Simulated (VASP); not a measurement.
Here is a VASP 6.6.1 calculation.

The input INCAR:

```
PREC     = Accurate       # precision mode
ENCUT    = 600            # plane-wave cutoff, eV
EDIFF    = 1E-6           # SCF threshold, eV
ISMEAR   = -1             # smearing method
SIGMA    = 0.05           # smearing width, eV
LREAL    = F              # projectors in reciprocal space
LASPH    = T              # aspherical terms in the spheres
NELM     = 80             # most SCF steps
ALGO     = Normal         # electronic algorithm
ISIF     = 3              # what is computed and relaxed
LWAVE    = F              # write WAVECAR
LCHARG   = F              # write CHGCAR
GGA      = PS             # functional
IBRION   = 2              # ionic algorithm
NSW      = 60             # ionic steps
EDIFFG   = -0.005         # ionic threshold
```

Contents of KPOINTS:

```
regular mesh
0
Gamma
  14 14 14
```

The input POSCAR:

```
PtC
1.0
    2.7144176166      0.0000000000      0.0000000000
    0.0000000000      2.7144176166      0.0000000000
    0.0000000000      0.0000000000      2.7144176166
Pt C
1 1
Direct
    0.0000000000      0.0000000000      0.0000000000
    0.5000000000      0.5000000000      0.5000000000
```

Potentials or basis: VASP PAW PBE potentials, release 64 (Pt, C).

Command:

```console
$ cat potpaw_PBE.64/Pt/POTCAR potpaw_PBE.64/C/POTCAR > POTCAR
$ mpirun -np 1 vasp_std > vasp.out
```

Q: Estimate the band gap on the k mesh.

A: Zero (band 7 reaches 15.13 eV, above the bottom of band 8 at 10.80 eV).

Q: What does it give for the space group after relaxing (to 0.05 Å)?

A: Pm-3m (No. 221).

Q: What does it give for the relaxed cell?

A: a = 2.772 Å, b = 2.772 Å, c = 2.772 Å, α = 90.00°, β = 90.00°, γ = 90.00°.

Final structure:
```yaml
crystal:
  lattice:
    - [2.77169, 0.00000, 0.00000]
    - [0.00000, 2.77169, 0.00000]
    - [0.00000, 0.00000, 2.77169]
  atoms:
    - { symbol: Pt, position: [0.00000, 0.00000, 0.00000] }
    - { symbol: C, position: [0.50000, 0.50000, 0.50000] }
```

Caveat: spin-orbit coupling is left out, which moves the levels of the heavy elements.
